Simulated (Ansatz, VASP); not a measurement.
## Two plane-wave programs on Ni

INCAR

```
SYSTEM = Ni
PREC = Accurate ; ENCUT = 600
EDIFF = 1E-7 ; ISMEAR = -1
SIGMA = 0.1 ; LREAL = .False.
LASPH = .True. ; NELM = 150
ALGO = Normal ; ISIF = 3
LWAVE = .False. ; LCHARG = .False.
ISPIN = 2 ; MAGMOM = 1
LORBIT = 11 ; LMAXMIX = 4
IBRION = 2 ; NSW = 60
EDIFFG = -0.005
```

The input KPOINTS:

```
regular mesh
0
Gamma
  21 21 21
  0 0 0
```

Contents of POSCAR:

```
Ni
1.0
    0.0000000000      1.7619589070      1.7619589070
    1.7619589070      0.0000000000      1.7619589070
    1.7619589070      1.7619589070      0.0000000000
Ni
1
Direct
    0.0000000000      0.0000000000      0.0000000000
```

Input for Ansatz:

```yaml
crystal:
  lattice:
    - [0.0, 1.761958907, 1.761958907]
    - [1.761958907, 0.0, 1.761958907]
    - [1.761958907, 1.761958907, 0.0]
  atoms:
    - { symbol: Ni, position: [0.0, 0.0, 0.0], spin: 1.0 }
magnetization:
  spin_polarized: true
kpoints:
  mp_grid: { grid: [21, 21, 21] }
scf:
  occupations: { method: fermi_dirac, width: 0.1 }
hamiltonian:
  xc: lda
  pseudopotentials: { kind: paw }
output:
  forces: true
  stress: true
  write_density: true
  write_potential: true
  elf: true
  volumetric_format: npy
relax:
  f_tol: 0.005
  max_steps: 40
  cell: {}
```

Alike in both runs: task relaxation of cell and atoms; functional LDA; k mesh 21 × 21 × 21; occupations fermi-dirac, width 0.1 eV; collinear spin.

|  | VASP | Ansatz |
| --- | --- | --- |
| version | VASP 6.6.1 | Ansatz 0.2.0 |
| potentials or method | VASP PAW LDA potentials, release 64 (Ni) | PAW with Ansatz's default frozen-core files, scalar-relativistic |
| plane-wave cutoff (eV) | 600 | 420 |
| valence electrons in the cell | 10 | 18 |

|  | VASP | Ansatz | Ansatz less VASP |
| --- | --- | --- | --- |
| net moment per atom (μB) | 0.55 | 0.57 | +0.022 |
| size of the moment on the site where the two differ most (μB) | 0.55 | 0.59 | +0.046 |
| relaxed volume (Å³/atom) | 10.03 | 10.04 | +0.013 |
| relaxed length of the cell vector where the two differ most in proportion (Å) | 2.421 | 2.422 | +0.0010 |

LDA's correlation is that of Perdew and Zunger in VASP and of Perdew and Wang (1992) in Ansatz. Site moments also hang on the region over which each program counts them. VASP's potentials hold 10 valence electrons a cell and Ansatz's 18, so a difference there can come from the potentials and not from the codes.
